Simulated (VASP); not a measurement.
A run of VASP 6.6.1:

File INCAR:

```
SYSTEM = GaSi62
PREC = Accurate
ENCUT = 520
EDIFF = 1E-6
ISMEAR = 0
SIGMA = 0.02
LREAL = Auto
LASPH = .True.
NELM = 150
ALGO = Normal
ISIF = 2
LWAVE = .False.
LCHARG = .False.
ISPIN = 2
MAGMOM = 0 0 0 0 0 0 0 0 0 0 0 0 0 0 0 0 0 0 0 0 0 0 0 0 0 0 0 0 0 0 0 0 0 0 0 0 0 0 0 0 0 0 0 0 0 0 0 0 0 0 0 0 0 0 0 0 0 0 0 0 0 0 0
LORBIT = 11
GGA = PE
IVDW = 12
NBANDS = 172
NELECT = 259.0
```

Contents of KPOINTS:

```
regular mesh
0
Gamma
  1 1 1
  0 0 0
```

The input POSCAR:

```
GaSi62
1.0
   10.8600000000      0.0000000000      0.0000000000
    0.0000000000     10.8600000000      0.0000000000
    0.0000000000      0.0000000000     10.8600000000
Si Ga
62 1
Direct
    0.5019453039      0.0008908840     -0.0014738490
    0.6243047882      0.1256952118      0.1251341621
    0.7491091160      0.2480546961     -0.0014738490
    0.8763705341      0.3742739411      0.1241294659
    0.7505329650     -0.0005329650      0.2502883978
    0.8767350829      0.1254619705      0.3727616022
   -0.0028338858     -0.0002298343     -0.0028338858
    0.1237882136      0.1250945672      0.1237882136
    0.2494926335      0.2496953039      0.0018073665
    0.3753033149      0.3746966851      0.1259403315
    0.5003046961      0.5005073665      0.0018073665
    0.6249054328      0.6262117864      0.1237882136
    0.7502298343      0.7528338858     -0.0028338858
    0.8744394107      0.8755605893      0.1244200737
    0.2496569061      0.0001132597      0.2496569061
    0.3763463168      0.1239635359      0.3763463168
    0.5007076427      0.2492923573      0.2516784530
    0.6260364641      0.3736536832      0.3763463168
    0.7498867403      0.5003430939      0.2496569061
    0.8763705341      0.6258705341      0.3757260589
    0.4992303867     -0.0077337017      0.4992303867
    0.7577337017      0.2507696133      0.4992303867
    0.8767350829      0.3772383978      0.6245380295
    0.8711143646      0.1223509208      0.8711143646
   -0.0000853591      0.5000640884     -0.0000853591
    0.1249757827      0.6250242173      0.1249757827
    0.2499359116      0.7500853591     -0.0000853591
    0.3757260589      0.8736294659      0.1241294659
    0.0018073665      0.2496953039      0.2494926335
    0.1259403315      0.3746966851      0.3753033149
    0.2504422652      0.4995577348      0.2504422652
    0.3753033149      0.6240596685      0.3753033149
    0.5003046961      0.7481926335      0.2494926335
    0.6245380295      0.8732649171      0.3727616022
   -0.0014738490      0.0008908840      0.5019453039
    0.1251341621      0.1256952118      0.6243047882
    0.2516784530      0.2492923573      0.5007076427
    0.3763463168      0.3736536832      0.6260364641
    0.5007076427      0.4983215470      0.5007076427
    0.6243047882      0.6248658379      0.6243047882
    0.7491091160      0.7514738490      0.5019453039
    0.8711143646      0.8788856354      0.6276490792
    0.2502883978     -0.0005329650      0.7505329650
    0.3727616022      0.1254619705      0.8767350829
    0.4992303867      0.2507696133      0.7577337017
    0.6245380295      0.3772383978      0.8767350829
    0.7505329650      0.4997116022      0.7505329650
    0.8744394107      0.6255799263      0.8744394107
   -0.0000853591      0.7500853591      0.2499359116
    0.1241294659      0.8736294659      0.3757260589
    0.0018073665      0.5005073665      0.5003046961
    0.1237882136      0.6262117864      0.6249054328
    0.2494926335      0.7481926335      0.5003046961
    0.3727616022      0.8732649171      0.6245380295
   -0.0014738490      0.2480546961      0.7491091160
    0.1241294659      0.3742739411      0.8763705341
    0.2496569061      0.5003430939      0.7498867403
    0.3757260589      0.6258705341      0.8763705341
    0.5019453039      0.7514738490      0.7491091160
    0.6276490792      0.8788856354      0.8711143646
   -0.0028338858      0.7528338858      0.7502298343
    0.1244200737      0.8755605893      0.8744394107
    0.6228418048      0.1271581952      0.6228418048
```

Potentials or basis: VASP PAW PBE potentials, release 64 (Si, Ga_d).

Command:

```console
$ cat potpaw_PBE.64/Si/POTCAR potpaw_PBE.64/Ga_d/POTCAR > POTCAR
$ mpirun -np 1 vasp_gam > vasp.out
```

Hardware: 1 thread of Oxide Virtual Turin-like Processor, on a shared host.

Problem. Estimate the wall time of this run.

Solution. It took 24 min on 1 thread of Oxide Virtual Turin-like Processor, on a shared host, peak memory 1.4 GiB. Counts: scf iterations 21, k points 1.
